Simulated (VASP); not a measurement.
# C in VASP: further runs

Runs on C. Level: PBE. Tasks: single point.

Everything below comes from runs of VASP 6.6.1. Logs are shortened: lines on timing, memory, paths and dates and some standing lists are left out, and cuts for length are marked.

### 1 The cell of the first run

It takes space group Cmcm (No. 63, orthorhombic). The conventional cell has a = 2.467 Å, b = 4.272 Å, c = 8.565 Å, α = 90.00°, β = 90.00°, γ = 90.00°. C (site symmetry m2m) has 3 C at 1.42 Å within 1.9 Å. Within 1.9 Å of C (site symmetry m2m) lie 3 C at 1.42 Å.

### 2 Single point, PBE (mode 4 frozen in at +0.000 Å and mode 5 at +0.285 Å (largest displacements))

INCAR reads:

```
SYSTEM = C
PREC = Accurate
ENCUT = 520
EDIFF = 1E-6
ISMEAR = 0
SIGMA = 0.15
LREAL = .FALSE.
LASPH = .TRUE.
NELM = 100
ALGO = Normal
ISIF = 2
LWAVE = .FALSE.
LCHARG = .FALSE.
GGA = PE
NBANDS = 16
```

KPOINTS reads:

```
regular mesh
0
G
  18 18 6
  0 0 0
```

POSCAR reads:

```
C
1.0
    2.4665231295      0.0000000000      0.0000000000
   -1.2332615647      2.1360716891      0.0000000000
    0.0000000000      0.0000000000      8.5653080463
C
4
Direct
    0.0666397546      0.1332795093      0.0025000000
   -0.0666397546     -0.1332795093      0.5025000000
    0.3999743551      0.7999487103      0.0025000000
    0.6000256449      0.2000512897      0.5025000000
```

Potentials or basis: VASP PAW PBE potentials, release 64 (C).

Launch:

```
$ cat potpaw_PBE.64/C/POTCAR > POTCAR
$ mpirun -np 1 vasp_std > vasp.out
```

OUTCAR:

```text
SYSTEM = C
   PREC = Accurate
   ENCUT = 520
   EDIFF = 1E-6
   ISMEAR = 0
   LREAL = .FALSE.
   LASPH = .TRUE.
   NELM = 100
   ISIF = 2
   GGA = PE

 ion  position               nearest neighbor table
   1  0.067  0.133  0.002-   3 1.42   3 1.42   3 1.42
   2  0.933  0.867  0.502-   4 1.42   4 1.42   4 1.42
   3  0.400  0.800  0.002-   1 1.42   1 1.42   1 1.42
   4  0.600  0.200  0.502-   2 1.42   2 1.42   2 1.42

  LATTYP: Found a hexagonal cell.
 ALAT       =     2.4665231295
 C/A-ratio  =     3.4726242555

  Lattice vectors:

 A1 = (   2.4665231295,   0.0000000000,   0.0000000000)
 A2 = (  -1.2332615647,   2.1360716891,   0.0000000000)
 A3 = (   0.0000000000,   0.0000000000,   8.5653080463)

Analysis of symmetry for initial positions (statically):
=====================================================================
 Subroutine PRICEL returns:
 Original cell was already a primitive cell.

 Routine SETGRP: Setting up the symmetry group for a
 hexagonal supercell.

 Subroutine GETGRP returns: Found  8 space group operations
 (whereof  2 operations were pure point group operations)
 out of a pool of 24 trial point group operations.

The static configuration has the point symmetry C_1h.
 The point group associated with its full space group is D_2h.

Analysis of symmetry for dynamics (positions and initial velocities):
=====================================================================
 Subroutine PRICEL returns:
 Original cell was already a primitive cell.

 Routine SETGRP: Setting up the symmetry group for a
 hexagonal supercell.

 Subroutine GETGRP returns: Found  8 space group operations
 (whereof  2 operations were pure point group operations)
 out of a pool of 24 trial point group operations.

The dynamic configuration has the point symmetry C_1h.
 The point group associated with its full space group is D_2h.

 Subroutine INISYM returns: Found  8 space group operations
 (whereof  2 operations are pure point group operations),
 and found     1 'primitive' translations

----------------------------------------------------------------------------------------

                                     Primitive cell

  volume of cell :      45.1278

[... 85 lines left out ...]
   ICHARG =      2    charge: 1-file 2-atom 10-const
   ISPIN  =      1    spin polarized calculation?
   LNONCOLLINEAR =      F non collinear calculations
   LSORBIT =      F    spin-orbit coupling
   LASPH  =      T    aspherical Exc in radial PAW
   ENCUT  =  520.0 eV  38.22 Ry    6.18 a.u.   4.59  4.59 15.93*2*pi/ulx,y,z
   NELM   =    100;   NELMIN=  2; NELMDL= -5     # of ELM steps
   EDIFF  = 0.1E-05   stopping-criterion for ELM
   LREAL  =      F    real-space projection
   EDIFFG = 0.1E-04   stopping-criterion for IOM
   NSW    =      0    number of steps for IOM
   IBRION =     -1    ionic relax: 0-MD 1-quasi-New 2-CG
   NFREE  =      0    steps in history (QN), initial steepest desc. (CG)
   ISIF   =      2    stress and relaxation
   ISYM   =      2    0-nonsym 1-usesym 2-fastsym
   POTIM  = 0.5000    time-step for ionic-motion
   TEBEG  =    0.0;   TEEND  =   0.0 temperature during run
   PSTRESS=    0.0 pullay stress
   NELECT =      16.0000    total number of electrons
   NUPDOWN=      -1.0000    fix difference up-down
   EMIN   =  10.00;   EMAX   =-10.00  energy-range for DOS
   EFERMI =   0.00;   METHOD = LEGACY
   ISMEAR =     0;   SIGMA  =   0.15  broadening in eV -4-tet -1-fermi 0-gaus
   EFERMI_NEDOS =   21; number of points for ismear=-14 and -15
   IALGO  =     38    algorithm
   IMIX   =      4    mixing-type and parameters
     AMIX     =   0.40;   BMIX     =  1.00
     AMIX_MAG =   1.60;   BMIX_MAG =  1.00
  volume/ion in A,a.u.               =      11.28        76.13
  Fermi-wavevector in a.u.,A,eV,Ry     =   1.158689  2.189604 18.266635  1.342560
  Thomas-Fermi vector in A             =   2.295289
   LORBIT       =      0    0 simple, 1 ext, 2 COOP (PROOUT), +10 PAW based schemes
   GGA     = PE    functional components
   LHFCALC =     F    Hartree Fock is set to
   AEXX    =    0.0000 exact exchange contribution
   IVDW    =     0    specifies the selected vdW correction
   LEPSILON=     F    determine dielectric tensor
   LRPA    =     F    only Hartree local field effects (RPA)
 non-spin polarized calculation
 Gauss-broadening in eV      SIGMA  =   0.15
  energy-cutoff  :      520.00
  volume of cell :       45.13
 maximum number of plane-waves:      1243
   NGX =  9   NGY =  9   NGZ = 31

 number of electron      16.0000002 magnetization

 Free energy of the ion-electron system (eV)
  ---------------------------------------------------
  ext. energy  EPLUGINS =         0.00000000
  ---------------------------------------------------
  free energy    TOTEN  =       -36.90497846 eV

  energy without entropy =      -36.90321813  energy(sigma->0) =      -36.90409829

 E-fermi :   2.7613     XC(G=0):  -8.6936

 val. band max:        2.7605838837   @ k =   0.3333   0.3333   0.5000
 cond. band min:       2.7613036742   @ k =   0.3333   0.3333   0.5000
 fundamental gap:      0.0007197906
 Fermi energy:         2.7612645868

 k-point     1 :       0.0000    0.0000    0.0000
  band No.  band energies     occupation
      1     -16.7706      2.00000
      2     -16.7365      2.00000
      3      -5.0787      2.00000
      4      -4.6105      2.00000
      5      -0.2835      2.00000
      6      -0.2827      2.00000
[... 433 lines left out ...]
      3      -4.4665      2.00000
      4      -4.0116      2.00000
      5      -2.0558      2.00000
      6      -2.0513      2.00000
[... 8 lines left out ...]
     15      12.8083      0.00000
     16      12.8137      0.00000

 [... further k-points ...]
[... 5 lines left out ...]
  --------------------------------------------------------------------------------------
  -------------------------------------------------------------------------------------
  Total        0.1581027      0.1525528     -0.0065113      0.0000000      0.0000000      0.0000000
  in kB        5.6131393      5.4161004     -0.2311716      0.0000000      0.0000000      0.0000000
  external PRESSURE =       3.5993560 kB  Pullay stress =       0.0000000 kB

 VOLUME and BASIS-vectors are now :
 -----------------------------------------------------------------------------
  energy-cutoff  :      520.00
  volume of cell :       45.13
      direct lattice vectors                 reciprocal lattice vectors
     2.466523130  0.000000000  0.000000000     0.405428998  0.234074541  0.000000000
    -1.233261565  2.136071689  0.000000000     0.000000000  0.468149082  0.000000000
     0.000000000  0.000000000  8.565308046     0.000000000  0.000000000  0.116750033

 POSITION                                       TOTAL-FORCE (eV/Angst)
 -----------------------------------------------------------------------------------
     -0.00000      0.28469      0.02141        -0.000000     -0.000082      0.000000
      1.23326      1.85138      4.30407         0.000000      0.000082      0.000000
     -0.00000      1.70875      0.02141        -0.000000     -0.000201      0.000000
      1.23326      0.42732      4.30407         0.000000      0.000201      0.000000
 -----------------------------------------------------------------------------------
    total drift:                               -0.000000      0.000000     -0.000010

  FREE ENERGIE OF THE ION-ELECTRON SYSTEM (eV)
  ---------------------------------------------------
  free  energy   TOTEN  =       -36.9049784613 eV

  energy  without entropy=      -36.9032181286  energy(sigma->0) =      -36.90409829
```

Run time: 2.6 min. Hardware: 1 thread of Intel Xeon Platinum 8259CL at 2.50GHz (Skylake/Cascade Lake), shared host; peak memory 0.29 GiB.

What came out:

| Quantity | Value |
| --- | --- |
| Free energy | -36.9050 eV |
| Pressure | 0.4 GPa |
| Band gap on the k mesh | zero (filled and empty bands touch) |

Caveat: the cell differs from its parent crystal (mode 4 frozen in at +0.000 Å and mode 5 at +0.285 Å (largest displacements)); this functional lacks dispersion, which binds the layers, so the pressure and a relaxed spacing across them are unreliable.

### 3 Single point, PBE (mode 4 frozen in at -0.427 Å and mode 5 at +0.427 Å (largest displacements))

INCAR reads:

```
ALGO     = Normal         # electronic algorithm
EDIFF    = 1E-6           # SCF threshold, eV
ENCUT    = 520            # plane-wave cutoff, eV
GGA      = PE             # functional
ISIF     = 2              # what is computed and relaxed
ISMEAR   = 0              # smearing method
LASPH    = T              # aspherical terms in the spheres
LCHARG   = F              # write CHGCAR
LREAL    = F              # projectors in reciprocal space
LWAVE    = F              # write WAVECAR
NBANDS   = 16             # bands
NELM     = 60             # most SCF steps
PREC     = Accurate       # precision mode
SIGMA    = 0.15           # smearing width, eV
```

KPOINTS reads:

```
k-points
0
Gamma
  18 18 6
```

POSCAR reads:

```
C
1.0
    2.4665231295      0.0000000000      0.0000000000
   -1.2332615647      2.1360716891      0.0000000000
    0.0000000000      0.0000000000      8.5653080463
C
4
Direct
   -0.0731669617      0.1998958569      0.0025000000
    0.0731669617     -0.1998958569      0.5025000000
    0.2601649803      0.8665663246      0.0025000000
    0.7398350197      0.1334336754      0.5025000000
```

Potentials or basis: VASP PAW PBE potentials, release 64 (C).

Launch:

```
$ cat potpaw_PBE.64/C/POTCAR > POTCAR
$ mpirun -np 1 vasp_std > vasp.out
```

Wall time 4.7 min (1 thread of Intel Xeon Platinum 8259CL at 2.50GHz (Skylake/Cascade Lake), shared host); peak memory 0.41 GiB.

It converged, with:

| Item | Value |
| --- | --- |
| Free energy | -36.9039 eV |
| Pressure | 0.4 GPa |
| Band gap on the k mesh | zero (filled and empty bands touch) |

Stress tensor (GPa, compression positive):
```
0.54 0.00 0.00
0.00 0.54 0.00
0.00 0.00 0.04
```

Levels at points of the mesh, in eV from the Fermi level:
```csv
k point,band 5,band 6,band 7,band 8,band 9,band 10,band 11,band 12
"(0.00, 0.00, 0.00)",-3.04,-3.04,-3.04,-3.04,3.08,6.34,8.30,8.30
"(0.50, 0.00, 0.00)",-6.42,-6.42,-2.48,-2.24,1.50,1.87,7.34,7.39
"(0.00, 0.50, 0.00)",-6.42,-6.42,-2.49,-2.22,1.47,1.90,7.35,7.38
"(0.50, 0.50, 0.00)",-6.42,-6.42,-2.49,-2.23,1.48,1.89,7.34,7.38
"(0.00, 0.00, 0.50)",-3.04,-3.04,-3.04,-3.04,4.32,4.32,8.30,8.30
"(0.50, 0.00, 0.50)",-6.42,-6.42,-2.36,-2.36,1.67,1.67,7.36,7.36
"(0.00, 0.50, 0.50)",-6.42,-6.42,-2.36,-2.36,1.67,1.67,7.36,7.36
"(0.50, 0.50, 0.50)",-6.42,-6.42,-2.36,-2.36,1.67,1.67,7.36,7.36
```

Caveat: the cell differs from its parent crystal (mode 4 frozen in at -0.427 Å and mode 5 at +0.427 Å (largest displacements)); this functional lacks dispersion, which binds the layers, so the pressure and a relaxed spacing across them are unreliable.
